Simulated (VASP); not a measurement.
# CaYbF6 (P4_2/m) in VASP: single point with r2SCAN

Aim: the single point of CaYbF6 with r2SCAN.

Program: VASP 6.6.1. These are calculated values, not measurements. Logs are shortened: lines on timing, memory, paths and dates and some standing lists are left out, and cuts for length are marked.

### Step 1. The cell of the first run

The structure is tetragonal, space group P4_2/m (No. 84). The conventional cell has a = 5.221 Å, b = 5.221 Å, c = 7.639 Å, α = 90.00°, β = 90.00°, γ = 90.00°. Ca (site symmetry 2/m) has 10 F at 2.21 to 2.98 Å within 3.0 Å. Within 2.7 Å of Yb (site symmetry -4) lie 8 F at 2.05 to 2.27 Å. F (site symmetry 1) has 1 Yb at 2.05 Å and 1 Ca at 2.21 Å and 6 F at 2.55 to 2.77 Å within 2.8 Å. Within 3.0 Å of F (site symmetry m) lie 2 Yb at 2.27 Å and 7 F at 2.46 to 2.73 Å and 1 Ca at 2.46 Å.

### Step 2. Single point, r2SCAN

Contents of POSCAR:

```
CaYbF6
1.0
    5.2208328500      0.0000000000      0.0000000000
    0.0000000000      5.2208328500      0.0000000000
    0.0000000000      0.0000000000      7.6391441800
Ca Yb F
2 2 12
Direct
    0.0000000000      0.0000000000      0.5000000000
    0.0000000000      0.0000000000      0.0000000000
    0.5000000000      0.5000000000      0.7500000000
    0.5000000000      0.5000000000      0.2500000000
    0.2103000000      0.2550000000      0.3184000000
    0.7450000000      0.2103000000      0.8184000000
    0.7897000000      0.7450000000      0.3184000000
    0.2550000000      0.7897000000      0.8184000000
    0.7897000000      0.7450000000      0.6816000000
    0.2550000000      0.7897000000      0.1816000000
    0.2103000000      0.2550000000      0.6816000000
    0.7450000000      0.2103000000      0.1816000000
    0.3440000000      0.6769000000      0.5000000000
    0.3231000000      0.3440000000      0.0000000000
    0.6560000000      0.3231000000      0.5000000000
    0.6769000000      0.6560000000      0.0000000000
```

Contents of INCAR.step1:

```
PREC = Accurate
ENCUT = 520
ISMEAR = -1
SIGMA = 0.1
LREAL = Auto
LASPH = True
NELM = 100
NBANDS = 90
GGA = PE
ALGO = Normal
EDIFF = 1E-4
LWAVE = True
LCHARG = False
```

Contents of INCAR.step2:

```
PREC = Accurate
ENCUT = 520
EDIFF = 1E-7
ISMEAR = -1
SIGMA = 0.1
LREAL = Auto
LASPH = True
NELM = 100
ALGO = Normal
ISIF = 2
LWAVE = False
LCHARG = True
METAGGA = R2SCAN
LMIXTAU = True
LELF = True
LVHAR = True
NBANDS = 90
ISTART = 1
```

Contents of KPOINTS:

```
regular mesh
0
Gamma
  4 4 3
```

Potentials or basis: VASP PAW PBE potentials, release 64 (Ca_sv, Yb, F).

Run with:

```
cat potpaw_PBE.64/Ca_sv/POTCAR potpaw_PBE.64/Yb/POTCAR potpaw_PBE.64/F/POTCAR > POTCAR
cp INCAR.step1 INCAR
mpirun -np 1 vasp_std > vasp.out
cp INCAR.step2 INCAR
mpirun -np 1 vasp_std > vasp.out
```

OUTCAR:

```text
PREC = Accurate
   ENCUT = 520
   EDIFF = 1E-7
   ISMEAR = -1
   LREAL = Auto
   LASPH = True
   NELM = 100
   ISIF = 2
   METAGGA = R2SCAN
   ISTART = 1

 ion  position               nearest neighbor table
   1  0.000  0.000  0.500-   5 2.21   7 2.21   9 2.21  11 2.21  13 2.46  15 2.46
   2  0.000  0.000  0.000-   6 2.21   8 2.21  10 2.21  12 2.21  14 2.46  16 2.46
   3  0.500  0.500  0.750-   6 2.05   8 2.05   9 2.05  11 2.05  13 2.27  14 2.27  15 2.27  16 2.27

   4  0.500  0.500  0.250-   5 2.05   7 2.05  10 2.05  12 2.05  13 2.27  14 2.27  15 2.27  16 2.27

   5  0.210  0.255  0.318-   4 2.05   1 2.21
   6  0.745  0.210  0.818-   3 2.05   2 2.21
   7  0.790  0.745  0.318-   4 2.05   1 2.21
   8  0.255  0.790  0.818-   3 2.05   2 2.21
   9  0.790  0.745  0.682-   3 2.05   1 2.21
  10  0.255  0.790  0.182-   4 2.05   2 2.21
  11  0.210  0.255  0.682-   3 2.05   1 2.21
  12  0.745  0.210  0.182-   4 2.05   2 2.21
  13  0.344  0.677  0.500-   3 2.27   4 2.27   1 2.46
  14  0.323  0.344  0.000-   3 2.27   4 2.27   2 2.46
  15  0.656  0.323  0.500-   3 2.27   4 2.27   1 2.46
  16  0.677  0.656  0.000-   3 2.27   4 2.27   2 2.46

  LATTYP: Found a simple tetragonal cell.
 ALAT       =     5.2208328500
 C/A-ratio  =     1.4632041284

  Lattice vectors:

 A1 = (   5.2208328500,   0.0000000000,   0.0000000000)
 A2 = (   0.0000000000,   5.2208328500,   0.0000000000)
 A3 = (   0.0000000000,   0.0000000000,   7.6391441800)

Analysis of symmetry for initial positions (statically):
=====================================================================
 Subroutine PRICEL returns:
 Original cell was already a primitive cell.

 Routine SETGRP: Setting up the symmetry group for a
 simple tetragonal supercell.

 Subroutine GETGRP returns: Found  8 space group operations
 (whereof  4 operations were pure point group operations)
 out of a pool of 16 trial point group operations.

The static configuration has the point symmetry C_2h.
 The point group associated with its full space group is C_4h.

Analysis of symmetry for dynamics (positions and initial velocities):
=====================================================================
 Subroutine PRICEL returns:
 Original cell was already a primitive cell.

 Routine SETGRP: Setting up the symmetry group for a
 simple tetragonal supercell.

 Subroutine GETGRP returns: Found  8 space group operations
 (whereof  4 operations were pure point group operations)
 out of a pool of 16 trial point group operations.

The dynamic configuration has the point symmetry C_2h.
 The point group associated with its full space group is C_4h.

 Subroutine INISYM returns: Found  8 space group operations
 (whereof  4 operations are pure point group operations),
 and found     1 'primitive' translations

----------------------------------------------------------------------------------------

                                     Primitive cell

  volume of cell :     208.2209

  direct lattice vectors                    reciprocal lattice vectors
     5.220832850  0.000000000  0.000000000     0.191540321  0.000000000  0.000000000
     0.000000000  5.220832850  0.000000000     0.000000000  0.191540321  0.000000000
     0.000000000  0.000000000  7.639144180     0.000000000  0.000000000  0.130904716

  length of vectors
     5.220832850  5.220832850  7.639144180     0.191540321  0.191540321  0.130904716

  position of ions in fractional coordinates (direct lattice)
     0.000000000  0.000000000  0.500000000
     0.000000000  0.000000000  0.000000000
     0.500000000  0.500000000  0.750000000
     0.500000000  0.500000000  0.250000000
     0.210300000  0.255000000  0.318400000
     0.745000000  0.210300000  0.818400000
[... 8 lines left out ...]
     0.656000000  0.323100000  0.500000000
     0.676900000  0.656000000  0.000000000

  ion indices of the primitive-cell ions
   primitive index   ion index
                 1           1
                 2           2
                 3           3
                 4           4
                 5           5
                 6           6
[... 8 lines left out ...]
                15          15
                16          16

----------------------------------------------------------------------------------------

 KPOINTS: regular mesh

Automatic generation of k-mesh.
 Grid dimensions read from file:
 generate k-points for:    4    4    3

 Generating k-lattice:

  Cartesian coordinates                     Fractional coordinates (reciprocal lattice)
     0.047885080  0.000000000  0.000000000     0.250000000  0.000000000  0.000000000
     0.000000000  0.047885080  0.000000000     0.000000000  0.250000000  0.000000000
     0.000000000  0.000000000  0.043634905     0.000000000  0.000000000  0.333333333

  Length of vectors
     0.047885080  0.047885080  0.043634905

  Shift w.r.t. Gamma in fractional coordinates (k-lattice)
     0.000000000  0.000000000  0.000000000

 Subroutine IBZKPT returns following result:
 ===========================================

 Found     12 irreducible k-points:

 Following reciprocal coordinates:
            Coordinates               Weight
  0.000000  0.000000  0.000000      1.000000
  0.250000  0.000000  0.000000      4.000000
  0.500000  0.000000  0.000000      2.000000
  0.250000  0.250000  0.000000      4.000000
  0.500000  0.250000  0.000000      4.000000
  0.500000  0.500000  0.000000      1.000000
  0.000000  0.000000  0.333333      2.000000
  0.250000  0.000000  0.333333      8.000000
  0.500000  0.000000  0.333333      4.000000
  0.250000  0.250000  0.333333      8.000000
  0.500000  0.250000  0.333333      8.000000
  0.500000  0.500000  0.333333      2.000000
   k-points           NKPTS =     12   k-points in BZ     NKDIM =     12   number of bands    NBANDS=     90
   number of dos      NEDOS =    301   number of ions     NIONS =     16
   total plane-waves  NPLWV =  96000
   dimension x,y,z NGX =    40 NGY =   40 NGZ =   60
   dimension x,y,z NGXF=    80 NGYF=   80 NGZF=  120
   ions per type =               2   2  12
   NGX,Y,Z   is equivalent  to a cutoff of  12.74, 12.74, 13.06 a.u.
   NGXF,Y,Z  is equivalent  to a cutoff of  25.47, 25.47, 26.11 a.u.
 SYSTEM =  unknown system
   PREC   = accura    normal or accurate (medium, high low for compatibility)
   ISTART =      1    job   : 0-new  1-cont  2-samecut
   ICHARG =      0    charge: 1-file 2-atom 10-const
   ISPIN  =      1    spin polarized calculation?
   LNONCOLLINEAR =      F non collinear calculations
   LSORBIT =      F    spin-orbit coupling
   LASPH  =      T    aspherical Exc in radial PAW
   ENCUT  =  520.0 eV  38.22 Ry    6.18 a.u.   9.71  9.71 14.20*2*pi/ulx,y,z
   NELM   =    100;   NELMIN=  2; NELMDL=  0     # of ELM steps
   EDIFF  = 0.1E-06   stopping-criterion for ELM
   LREAL  =      T    real-space projection
   EDIFFG = 0.1E-05   stopping-criterion for IOM
   NSW    =      0    number of steps for IOM
   IBRION =     -1    ionic relax: 0-MD 1-quasi-New 2-CG
   NFREE  =      0    steps in history (QN), initial steepest desc. (CG)
   ISIF   =      2    stress and relaxation
   ISYM   =      2    0-nonsym 1-usesym 2-fastsym
   POTIM  = 0.5000    time-step for ionic-motion
   TEBEG  =    0.0;   TEEND  =   0.0 temperature during run
   PSTRESS=    0.0 pullay stress
   NELECT =     152.0000    total number of electrons
   NUPDOWN=      -1.0000    fix difference up-down
   EMIN   =  10.00;   EMAX   =-10.00  energy-range for DOS
   EFERMI =   0.00;   METHOD = LEGACY
   ISMEAR =    -1;   SIGMA  =   0.10  broadening in eV -4-tet -1-fermi 0-gaus
   EFERMI_NEDOS =   21; number of points for ismear=-14 and -15
   IALGO  =     38    algorithm
   IMIX   =      4    mixing-type and parameters
     AMIX     =   0.40;   BMIX     =  1.00
     AMIX_MAG =   1.60;   BMIX_MAG =  1.00
  volume/ion in A,a.u.               =      13.01        87.82
  Fermi-wavevector in a.u.,A,eV,Ry     =   1.474058  2.785566 29.563382  2.172847
  Thomas-Fermi vector in A             =   2.588876
   LORBIT       =      0    0 simple, 1 ext, 2 COOP (PROOUT), +10 PAW based schemes
   METAGGA = R2SCAN    functional components
   LHFCALC =     F    Hartree Fock is set to
   AEXX    =    0.0000 exact exchange contribution
   IVDW    =     0    specifies the selected vdW correction
   LEPSILON=     F    determine dielectric tensor
   LRPA    =     F    only Hartree local field effects (RPA)
 non-spin polarized calculation
  energy-cutoff  :      520.00
  volume of cell :      208.22
 maximum number of plane-waves:      5640
 NGX is ok and might be reduce to    40
   NGX = 19   NGY = 19   NGZ = 29

 number of electron     152.0000022 magnetization

 Free energy of the ion-electron system (eV)
  ---------------------------------------------------
  ext. energy  EPLUGINS =         0.00000000
  ---------------------------------------------------
  free energy    TOTEN  =      -177.64248658 eV

  energy without entropy =     -176.74856837  energy(sigma->0) =     -177.19552747

 E-fermi :  -2.3571     XC(G=0): -10.5654

 val. band max:       -2.3575565554   @ k =   0.2500   0.2500   0.0000
 cond. band min:      -2.3344517968   @ k =   0.2500   0.0000   0.0000
 fundamental gap:      0.0231047587
 Fermi energy:        -2.3571173647

 k-point     1 :       0.0000    0.0000    0.0000
  band No.  band energies     occupation
      1     -53.6407      2.00000
      2     -53.6357      2.00000
      3     -39.8607      2.00000
      4     -39.8521      2.00000
      5     -26.1643      2.00000
      6     -26.1643      2.00000
[... 80 lines left out ...]
     87       8.2560      0.00000
     88       8.4264      0.00000

 k-point     2 :       0.2500    0.0000    0.0000
  band No.  band energies     occupation
      1     -53.6407      2.00000
      2     -53.6357      2.00000
      3     -39.8607      2.00000
      4     -39.8520      2.00000
      5     -26.1704      2.00000
      6     -26.1317      2.00000
[... 899 lines left out ...]
     87       8.3333      0.00000
     88       8.5083      0.00000

 k-point    12 :       0.5000    0.5000    0.3333
  band No.  band energies     occupation
      1     -53.6394      2.00000
      2     -53.6369      2.00000
      3     -39.8584      2.00000
      4     -39.8541      2.00000
      5     -26.1423      2.00000
      6     -26.1423      2.00000
[... 80 lines left out ...]
     87       8.4055      0.00000
     88       8.5392      0.00000
 [bands above 88 left out]

------------------------ aborting loop because EDIFF is reached ----------------------------------------

  FORCE on cell =-STRESS in cart. coord.  units (eV):
  Direction    XX          YY          ZZ          XY          YZ          ZX
  --------------------------------------------------------------------------------------
  -------------------------------------------------------------------------------------
  Total        9.8248669      9.8248669      5.5065243      0.0001640      0.0000000      0.0000000
  in kB       75.5984645     75.5984645     42.3705262      0.0012623      0.0000000      0.0000000
  external PRESSURE =      64.5224851 kB  Pullay stress =       0.0000000 kB

 VOLUME and BASIS-vectors are now :
 -----------------------------------------------------------------------------
  energy-cutoff  :      520.00
  volume of cell :      208.22
      direct lattice vectors                 reciprocal lattice vectors
     5.220832850  0.000000000  0.000000000     0.191540321  0.000000000  0.000000000
     0.000000000  5.220832850  0.000000000     0.000000000  0.191540321  0.000000000
     0.000000000  0.000000000  7.639144180     0.000000000  0.000000000  0.130904716

 POSITION                                       TOTAL-FORCE (eV/Angst)
 -----------------------------------------------------------------------------------
      0.00000      0.00000      3.81957         0.000000      0.000000     -0.000000
      0.00000      0.00000      0.00000         0.000000      0.000000     -0.000000
      2.61042      2.61042      5.72936         0.000000      0.000000     -0.000000
      2.61042      2.61042      1.90979         0.000000      0.000000     -0.000000
      1.09794      1.33131      2.43230        -0.693038     -0.554254      0.091532
      3.88952      1.09794      6.25188         0.554254     -0.693038      0.091532
[... 8 lines left out ...]
      3.42487      1.68685      3.81957         0.321716     -0.437225     -0.000000
      3.53398      3.42487      0.00000         0.437225      0.321716     -0.000000
 -----------------------------------------------------------------------------------
    total drift:                               -0.000000     -0.000000     -0.000000

  FREE ENERGIE OF THE ION-ELECTRON SYSTEM (eV)
  ---------------------------------------------------
  free  energy   TOTEN  =      -177.6424865762 eV

  energy  without entropy=     -176.7485683709  energy(sigma->0) =     -177.19552747
```

Run time: 69 min. Hardware: 1 thread of Intel Xeon 6975P-C (Granite Rapids), shared host; peak memory 0.41 GiB.

What came out:

| Quantity | Value |
| --- | --- |
| Free energy | -177.6425 eV |
| Pressure | 6.5 GPa |
| Largest force | 0.892 eV/Å |
| Band gap on the k mesh | zero (bands 76 and 77 overlap by 0.04 eV) |

Forces in eV/Å, atoms in the order of the input:
```
Ca   0.000  0.000  0.000
Ca   0.000  0.000  0.000
Yb   0.000  0.000  0.000
Yb   0.000  0.000  0.000
F   -0.693 -0.554  0.092
F    0.554 -0.693  0.092
F    0.693  0.554  0.092
F   -0.554  0.693  0.092
F    0.693  0.554 -0.092
F   -0.554  0.693 -0.092
F   -0.693 -0.554 -0.092
F    0.554 -0.693 -0.092
F   -0.322  0.437  0.000
F   -0.437 -0.322  0.000
F    0.322 -0.437  0.000
F    0.437  0.322  0.000
```

Levels at points of the mesh, in eV from the Fermi level:
```tsv
k point	band 76	band 77	band 78	band 79	band 80	band 81
(0.00, 0.00, 0.00)	-0.04	0.05	0.05	8.73	9.61	9.71
(0.50, 0.00, 0.00)	-0.07	0.03	0.07	9.32	9.67	9.79
(0.50, 0.50, 0.00)	-0.10	-0.03	-0.03	9.54	9.76	9.99
```

Caveat: the cell stands under pressure; the PAW data sets were made with another functional, which shifts forces and pressure a little; spin-orbit coupling is left out, which moves the levels of the heavy elements.
